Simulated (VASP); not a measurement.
# CdF2 (I4/mmm) in VASP: notebook

The runs below take CdF2 through single point, with LDA.

Everything below comes from runs of VASP 6.6.1. Logs are shortened: lines on timing, memory, paths and dates and some standing lists are left out, and cuts for length are marked.

## Step 1: The cell of the first run

The structure is tetragonal, space group I4/mmm (No. 139). The conventional cell has a = 3.810 Å, b = 3.810 Å, c = 5.792 Å, α = 90.00°, β = 90.00°, γ = 90.00°. Within 3.2 Å of Cd (site symmetry 4/mmm) lie 8 F at 2.39 Å. Within 3.2 Å of F (site symmetry -4m2) lie 4 Cd at 2.39 Å and 6 F at 2.69 to 2.90 Å.

## Step 2: Single point, LDA (strain +0.0750 x Voigt [1, 0, 0, 0, 0, 0])

The input, INCAR:

```
ALGO     = Normal         # electronic algorithm
EDIFF    = 1E-6           # SCF threshold, eV
ENCUT    = 520            # plane-wave cutoff, eV
ISIF     = 2              # what is computed and relaxed
ISMEAR   = 0              # smearing method
LASPH    = T              # aspherical terms in the spheres
LCHARG   = T              # write CHGCAR
LELF     = T              # ELF
LREAL    = F              # projectors in reciprocal space
LVHAR    = T            
LWAVE    = F              # write WAVECAR
NBANDS   = 20             # bands
NELM     = 60             # most SCF steps
PREC     = Accurate       # precision mode
SIGMA    = 0.05           # smearing width, eV
```

The input, KPOINTS:

```
k-points
0
Gamma
  8 8 8
```

The input, POSCAR:

```
CdF2
1.0
    0.0000000000      2.6940000000      2.6940000000
    2.8960500000      0.0000000000      2.6940000000
    2.8960500000      2.6940000000      0.0000000000
Cd F
1 2
Direct
    0.0000000000      0.0000000000      0.0000000000
    0.2500000000      0.2500000000      0.2500000000
    0.7500000000      0.7500000000      0.7500000000
```

Potentials or basis: VASP PAW LDA potentials, release 64 (Cd, F).

Command:

```
cat potpaw_LDA.64/Cd/POTCAR potpaw_LDA.64/F/POTCAR > POTCAR
mpirun -np 1 vasp_std > vasp.out
```

OUTCAR:

```text
EDIFF = 1E-6
   ENCUT = 520
   ISIF = 2
   ISMEAR = 0
   LASPH = T
   LREAL = F
   NELM = 60
   PREC = Accurate

 ion  position               nearest neighbor table
   1  0.000  0.000  0.000-   2 2.39   3 2.39   3 2.39   3 2.39   3 2.39   2 2.39   2 2.39   2 2.39

   2  0.250  0.250  0.250-   1 2.39   1 2.39   1 2.39   1 2.39
   3  0.750  0.750  0.750-   1 2.39   1 2.39   1 2.39   1 2.39

  LATTYP: Found a body centered tetragonal cell.
 ALAT       =     3.8098913370
 C/A-ratio  =     1.5202795796

  Lattice vectors:

 A1 = (   2.8960500000,   0.0000000000,   2.6940000000)
 A2 = (   2.8960500000,   0.0000000000,  -2.6940000000)
 A3 = (  -2.8960500000,   2.6940000000,   0.0000000000)

Analysis of symmetry for initial positions (statically):
=====================================================================
 Subroutine PRICEL returns:
 Original cell was already a primitive cell.

 Routine SETGRP: Setting up the symmetry group for a
 body centered tetragonal supercell.

 Subroutine GETGRP returns: Found 16 space group operations
 (whereof 16 operations were pure point group operations)
 out of a pool of 16 trial point group operations.

The static configuration has the point symmetry D_4h.

Analysis of symmetry for dynamics (positions and initial velocities):
=====================================================================
 Subroutine PRICEL returns:
 Original cell was already a primitive cell.

 Routine SETGRP: Setting up the symmetry group for a
 body centered tetragonal supercell.

 Subroutine GETGRP returns: Found 16 space group operations
 (whereof 16 operations were pure point group operations)
 out of a pool of 16 trial point group operations.

The dynamic configuration has the point symmetry D_4h.

 Subroutine INISYM returns: Found 16 space group operations
 (whereof 16 operations are pure point group operations),
 and found     1 'primitive' translations

----------------------------------------------------------------------------------------

                                     Primitive cell

  volume of cell :      42.0370

  direct lattice vectors                    reciprocal lattice vectors
     0.000000000  2.694000000  2.694000000    -0.172648953  0.185597624  0.185597624
     2.896050000  0.000000000  2.694000000     0.172648953 -0.185597624  0.185597624
     2.896050000  2.694000000  0.000000000     0.172648953  0.185597624 -0.185597624

  length of vectors
     3.809891337  3.955343424  3.955343424     0.314166544  0.314166544  0.314166544

  position of ions in fractional coordinates (direct lattice)
     0.000000000  0.000000000  0.000000000
     0.250000000  0.250000000  0.250000000
     0.750000000  0.750000000  0.750000000

  ion indices of the primitive-cell ions
   primitive index   ion index
                 1           1
                 2           2
                 3           3

----------------------------------------------------------------------------------------

 KPOINTS: k-points

Automatic generation of k-mesh.
 Grid dimensions read from file:
 generate k-points for:    8    8    8

 Generating k-lattice:

  Cartesian coordinates                     Fractional coordinates (reciprocal lattice)
    -0.021581119  0.023199703  0.023199703     0.125000000  0.000000000  0.000000000
     0.021581119 -0.023199703  0.023199703     0.000000000  0.125000000 -0.000000000
     0.021581119  0.023199703 -0.023199703     0.000000000 -0.000000000  0.125000000

  Length of vectors
     0.039270818  0.039270818  0.039270818

  Shift w.r.t. Gamma in fractional coordinates (k-lattice)
     0.000000000  0.000000000  0.000000000

 Subroutine IBZKPT returns following result:
 ===========================================

 Found     59 irreducible k-points:

 Following reciprocal coordinates:
            Coordinates               Weight
  0.000000  0.000000  0.000000      1.000000
  0.125000 -0.000000 -0.000000      8.000000
  0.250000 -0.000000 -0.000000      8.000000
  0.375000 -0.000000 -0.000000      8.000000
  0.500000 -0.000000 -0.000000      4.000000
  0.125000  0.125000  0.000000      4.000000
[... 16 lines left out ...]
  0.250000  0.125000  0.125000      4.000000
  0.375000  0.125000  0.125000      8.000000
 [... further k-points ...]
   k-points           NKPTS =     59   k-points in BZ     NKDIM =     59   number of bands    NBANDS=     20
   number of dos      NEDOS =    301   number of ions     NIONS =      3
   total plane-waves  NPLWV =  25200
   dimension x,y,z NGX =    28 NGY =   30 NGZ =   30
   dimension x,y,z NGXF=    56 NGYF=   60 NGZF=   60
   ions per type =               1   2
   NGX,Y,Z   is equivalent  to a cutoff of  12.22, 12.61, 12.61 a.u.
   NGXF,Y,Z  is equivalent  to a cutoff of  24.44, 25.22, 25.22 a.u.
 SYSTEM =  unknown system
   PREC   = accura    normal or accurate (medium, high low for compatibility)
   ISTART =      0    job   : 0-new  1-cont  2-samecut
   ICHARG =      2    charge: 1-file 2-atom 10-const
   ISPIN  =      1    spin polarized calculation?
   LNONCOLLINEAR =      F non collinear calculations
   LSORBIT =      F    spin-orbit coupling
   LASPH  =      T    aspherical Exc in radial PAW
   ENCUT  =  520.0 eV  38.22 Ry    6.18 a.u.   7.08  7.35  7.35*2*pi/ulx,y,z
   NELM   =     60;   NELMIN=  2; NELMDL= -5     # of ELM steps
   EDIFF  = 0.1E-05   stopping-criterion for ELM
   LREAL  =      F    real-space projection
   EDIFFG = 0.1E-04   stopping-criterion for IOM
   NSW    =      0    number of steps for IOM
   IBRION =     -1    ionic relax: 0-MD 1-quasi-New 2-CG
   NFREE  =      0    steps in history (QN), initial steepest desc. (CG)
   ISIF   =      2    stress and relaxation
   ISYM   =      2    0-nonsym 1-usesym 2-fastsym
   POTIM  = 0.5000    time-step for ionic-motion
   TEBEG  =    0.0;   TEEND  =   0.0 temperature during run
   PSTRESS=    0.0 pullay stress
   NELECT =      26.0000    total number of electrons
   NUPDOWN=      -1.0000    fix difference up-down
   EMIN   =  10.00;   EMAX   =-10.00  energy-range for DOS
   EFERMI =   0.00;   METHOD = LEGACY
   ISMEAR =     0;   SIGMA  =   0.05  broadening in eV -4-tet -1-fermi 0-gaus
   EFERMI_NEDOS =   21; number of points for ismear=-14 and -15
   IALGO  =     38    algorithm
   IMIX   =      4    mixing-type and parameters
     AMIX     =   0.40;   BMIX     =  1.00
     AMIX_MAG =   1.60;   BMIX_MAG =  1.00
  volume/ion in A,a.u.               =      14.01        94.56
  Fermi-wavevector in a.u.,A,eV,Ry     =   1.394833  2.635852 26.470937  1.945559
  Thomas-Fermi vector in A             =   2.518344
   LORBIT       =      0    0 simple, 1 ext, 2 COOP (PROOUT), +10 PAW based schemes
   GGA     = CA    functional components
   LHFCALC =     F    Hartree Fock is set to
   AEXX    =    0.0000 exact exchange contribution
   IVDW    =     0    specifies the selected vdW correction
   LEPSILON=     F    determine dielectric tensor
   LRPA    =     F    only Hartree local field effects (RPA)
 non-spin polarized calculation
 Gauss-broadening in eV      SIGMA  =   0.05
  energy-cutoff  :      520.00
  volume of cell :       42.04
 maximum number of plane-waves:      1146
   NGX = 15   NGY = 15   NGZ = 15

 number of electron      26.0000000 magnetization

 Free energy of the ion-electron system (eV)
  ---------------------------------------------------
  ext. energy  EPLUGINS =         0.00000000
  ---------------------------------------------------
  free energy    TOTEN  =       -12.52493778 eV

  energy without entropy =      -12.52493778  energy(sigma->0) =      -12.52493778

 E-fermi :  -1.8912     XC(G=0): -10.7441

 val. band max:       -2.0925713307   @ k =   0.5000  -0.2500   0.2500
 cond. band min:       0.3156197447   @ k =   0.0000   0.0000   0.0000
 fundamental gap:      2.4081910754
 Fermi energy:        -1.8911915447

 k-point     1 :       0.0000    0.0000    0.0000
  band No.  band energies     occupation
      1     -22.2361      2.00000
      2     -21.2304      2.00000
      3      -7.6585      2.00000
      4      -7.6081      2.00000
      5      -7.6081      2.00000
      6      -6.6773      2.00000
[... 12 lines left out ...]
     19      16.1050      0.00000
     20      17.6377      0.00000

 k-point     2 :       0.1250   -0.0000   -0.0000
  band No.  band energies     occupation
      1     -22.1910      2.00000
      2     -21.2703      2.00000
      3      -7.5991      2.00000
      4      -7.5558      2.00000
      5      -7.4820      2.00000
      6      -6.6870      2.00000
[... 12 lines left out ...]
     19      15.7293      0.00000
     20      17.1501      0.00000

 k-point     3 :       0.2500   -0.0000   -0.0000
  band No.  band energies     occupation
      1     -22.0687      2.00000
      2     -21.3783      2.00000
      3      -7.4936      2.00000
      4      -7.4340      2.00000
      5      -7.1180      2.00000
      6      -6.6857      2.00000
[... 12 lines left out ...]
     19      16.1537      0.00000
     20      16.3495      0.00000

 k-point     4 :       0.3750   -0.0000   -0.0000
  band No.  band energies     occupation
      1     -21.8996      2.00000
      2     -21.5308      2.00000
      3      -7.4178      2.00000
      4      -7.3319      2.00000
      5      -6.6786      2.00000
      6      -6.6593      2.00000
[... 12 lines left out ...]
     19      15.7357      0.00000
     20      15.7826      0.00000

 k-point     5 :       0.5000   -0.0000   -0.0000
  band No.  band energies     occupation
      1     -21.7417      2.00000
      2     -21.6809      2.00000
      3      -7.3973      2.00000
      4      -7.3004      2.00000
      5      -6.6278      2.00000
      6      -6.5942      2.00000
[... 12 lines left out ...]
     19      15.4871      0.00000
     20      15.4922      0.00000
[... 353 lines left out ...]
      6      -6.5674      2.00000
[... 12 lines left out ...]
     19      16.5055      0.00000
     20      18.4238      0.00000

 k-point    22 :       0.0000    0.1250    0.1250
  band No.  band energies     occupation
      1     -22.1906      2.00000
      2     -21.2671      2.00000
      3      -7.5288      2.00000
      4      -7.5288      2.00000
      5      -7.5022      2.00000
      6      -6.7352      2.00000
[... 12 lines left out ...]
     19      15.9857      0.00000
     20      17.7675      0.00000

 k-point    23 :       0.2500    0.1250    0.1250
  band No.  band energies     occupation
      1     -22.1084      2.00000
      2     -21.3458      2.00000
      3      -7.5136      2.00000
      4      -7.4764      2.00000
      5      -7.2838      2.00000
      6      -6.7193      2.00000
[... 12 lines left out ...]
     19      16.2300      0.00000
     20      16.7962      0.00000

 k-point    24 :       0.3750    0.1250    0.1250
  band No.  band energies     occupation
      1     -21.9631      2.00000
      2     -21.4743      2.00000
      3      -7.4039      2.00000
      4      -7.3390      2.00000
      5      -6.9330      2.00000
      6      -6.7504      2.00000
[... 12 lines left out ...]
     19      15.5853      0.00000
     20      17.3251      0.00000

 [... further k-points ...]

------------------------ aborting loop because EDIFF is reached ----------------------------------------

  FORCE on cell =-STRESS in cart. coord.  units (eV):
  Direction    XX          YY          ZZ          XY          YZ          ZX
  --------------------------------------------------------------------------------------
  -------------------------------------------------------------------------------------
  Total       -4.2308698     -2.2142130     -2.2142130      0.0000000      0.0000000      0.0000000
  in kB     -161.2534495    -84.3915070    -84.3915070      0.0000000      0.0000000      0.0000000
  external PRESSURE =    -110.0121545 kB  Pullay stress =       0.0000000 kB

 VOLUME and BASIS-vectors are now :
 -----------------------------------------------------------------------------
  energy-cutoff  :      520.00
  volume of cell :       42.04
      direct lattice vectors                 reciprocal lattice vectors
     0.000000000  2.694000000  2.694000000    -0.172648953  0.185597624  0.185597624
     2.896050000  0.000000000  2.694000000     0.172648953 -0.185597624  0.185597624
     2.896050000  2.694000000  0.000000000     0.172648953  0.185597624 -0.185597624

 POSITION                                       TOTAL-FORCE (eV/Angst)
 -----------------------------------------------------------------------------------
      0.00000      0.00000      0.00000        -0.000000      0.000000      0.000000
      1.44802      1.34700      1.34700         0.000000      0.000000      0.000000
      4.34408      4.04100      4.04100        -0.000000      0.000000      0.000000
 -----------------------------------------------------------------------------------
    total drift:                                0.000000      0.000000      0.000000

  FREE ENERGIE OF THE ION-ELECTRON SYSTEM (eV)
  ---------------------------------------------------
  free  energy   TOTEN  =       -12.5249377837 eV

  energy  without entropy=      -12.5249377837  energy(sigma->0) =      -12.52493778
```

It took 30 s on 1 thread of Intel Xeon Platinum 8488C (Sapphire Rapids), shared host; peak memory 0.17 GiB.

Results:

| Item | Value |
| --- | --- |
| Free energy | -12.5249 eV |
| Pressure | -11.0 GPa |
| Band gap on the k mesh | 2.41 eV, indirect (least direct gap 2.95 eV) |

Levels at points of the mesh, in eV from the valence-band top:
| k point | band 11 | band 12 | band 13 | band 14 | band 15 | band 16 |
| --- | --- | --- | --- | --- | --- | --- |
| (0.00, 0.00, 0.00) | -0.72 | -0.72 | -0.54 | 2.41 | 11.82 | 11.82 |
| (0.50, 0.00, 0.00) | -1.63 | -0.54 | -0.50 | 6.29 | 8.39 | 13.21 |
| (0.50, 0.50, 0.00) | -0.32 | -0.30 | -0.05 | 7.02 | 8.75 | 11.22 |
| (0.00, 0.50, 0.50) | -0.70 | -0.09 | -0.09 | 7.06 | 8.98 | 11.30 |

Caveat: the cell differs from its parent crystal (strain +0.0750 x Voigt [1, 0, 0, 0, 0, 0]). A k mesh can miss the band edges.

(Continued in part 2 of 2.)
